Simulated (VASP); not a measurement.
Write the native input for VASP 6.6.1 that does the following.

```yaml
Task: single point
Functional: r2SCAN
Dispersion: rVV10
Potentials_or_basis: VASP PAW PBE potentials, release 64 (Al, N)
Cutoff: 660 eV
k_mesh: 10 × 10 × 10
Occupations: gaussian, width 0.02 eV
Spin: no spin polarisation
Dipole_correction: no
Further_INCAR_settings: ALGO = Normal; EDIFF = 1e-06; NBANDS = 11
```

Crystal: AlN.

```xyz
2
Lattice="0.0000 2.0562 2.0562 2.0562 0.0000 2.0562 2.0562 2.0562 0.0000" Properties=species:S:1:pos:R:3 pbc="T T T"
Al    2.0562    2.0562    2.0562
N     0.0000    0.0000    0.0000
```

One way to write it, as run:

POSCAR

```
AlN
1.0
    0.0000000000      2.0561549610      2.0561549610
    2.0561549610      0.0000000000      2.0561549610
    2.0561549610      2.0561549610      0.0000000000
Al N
1 1
Direct
    0.5000000000      0.5000000000      0.5000000000
    0.0000000000      0.0000000000      0.0000000000
```

INCAR.step1

```
SYSTEM = AlN
PREC     = Accurate       ! precision mode
ENCUT    = 660            ! plane-wave cutoff, eV
ISMEAR   = 0              ! smearing method
SIGMA    = 0.02           ! smearing width, eV
LREAL    = .FALSE.        ! projectors in reciprocal space
LASPH    = .TRUE.         ! aspherical terms in the spheres
NELM     = 120            ! most SCF steps
NBANDS   = 11             ! bands
GGA      = PE             ! functional
ALGO     = Normal         ! electronic algorithm
EDIFF    = 1E-5           ! SCF threshold, eV
LWAVE    = .TRUE.         ! write WAVECAR
LCHARG   = .FALSE.        ! write CHGCAR
GGA_COMPAT= .FALSE.
```

INCAR.step2

```
SYSTEM = AlN
PREC     = Accurate       ! precision mode
ENCUT    = 660            ! plane-wave cutoff, eV
EDIFF    = 1E-6           ! SCF threshold, eV
ISMEAR   = 0              ! smearing method
SIGMA    = 0.02           ! smearing width, eV
LREAL    = .FALSE.        ! projectors in reciprocal space
LASPH    = .TRUE.         ! aspherical terms in the spheres
NELM     = 120            ! most SCF steps
ALGO     = Normal         ! electronic algorithm
ISIF     = 2              ! what is computed and relaxed
LWAVE    = .FALSE.        ! write WAVECAR
LCHARG   = .FALSE.        ! write CHGCAR
METAGGA  = R2SCAN         ! meta-GGA
LMIXTAU  = .TRUE.       
LUSE_VDW = .TRUE.       
IVDW_NL  = 2            
BPARAM   = 11.95        
CPARAM   = 0.0093       
NBANDS   = 11             ! bands
ISTART   = 1            
GGA_COMPAT= .FALSE.
```

KPOINTS

```
regular mesh
0
G
  10 10 10
  0 0 0
```

Potentials or basis: VASP PAW PBE potentials, release 64 (Al, N).

Launch:

```bash
$ cat potpaw_PBE.64/Al/POTCAR potpaw_PBE.64/N/POTCAR > POTCAR
$ cp INCAR.step1 INCAR
$ mpirun -np 1 vasp_std > vasp.out
$ cp INCAR.step2 INCAR
$ mpirun -np 1 vasp_std > vasp.out
```

Results of the run:

```json
{"Pressure": "-15.1 GPa", "Band gap on the k mesh": "4.96 eV (least direct gap 5.75 eV)"}
```

Caveat: the cell stands under tension; the PAW data sets were made with another functional, which shifts forces and pressure a little.

It took 70 s on 1 thread of Intel Xeon 8259CL, with other jobs on the host, peak memory 0.21 GiB.
